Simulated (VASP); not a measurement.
MgS, 2 atoms in the cell. It takes space group I4mm (No. 107, tetragonal). Conventional cell: a = 3.679 Å, b = 3.679 Å, c = 5.255 Å, α = 90.00°, β = 90.00°, γ = 90.00°. S (site symmetry 4mm) has 6 Mg at 2.58 to 2.68 Å within 3.4 Å. Within 3.4 Å of Mg (site symmetry 4mm) lie 6 S at 2.58 to 2.68 Å.  This cell differs from its parent crystal: last atom moved by 0.05 Å along z, cell strained by +1.0% along z.

* Program: VASP 6.6.1
* Task: single point
* Functional: r2SCAN
* Potentials or basis: VASP PAW PBE potentials, release 64 (S, Mg)
* Cutoff: 340 eV
* k mesh: 7 × 7 × 7
* Occupations: gaussian, width 0.03 eV
* Spin: no spin polarisation
* Tolerance level: standard
* Purpose: forces
* Further INCAR settings: ALGO = Normal; EDIFF = 1e-06; NBANDS = 14

Potentials or basis: VASP PAW PBE potentials, release 64 (S, Mg).

The run is started by

```bash
$ cat potpaw_PBE.64/S/POTCAR potpaw_PBE.64/Mg/POTCAR > POTCAR
$ mpirun -np 1 vasp_std > vasp.out
```

Hardware: 1 thread of Intel(R) Xeon(R) Platinum 8259CL CPU @ 2.50GHz (Skylake/Cascade Lake) (shared host).

Q: Estimate the wall time of this run.

A: Wall time 90 s on 1 thread of Intel(R) Xeon(R) Platinum 8259CL CPU @ 2.50GHz (Skylake/Cascade Lake), with other jobs on the host, peak memory 0.14 GiB. Counts: scf iterations 24, k points 40.
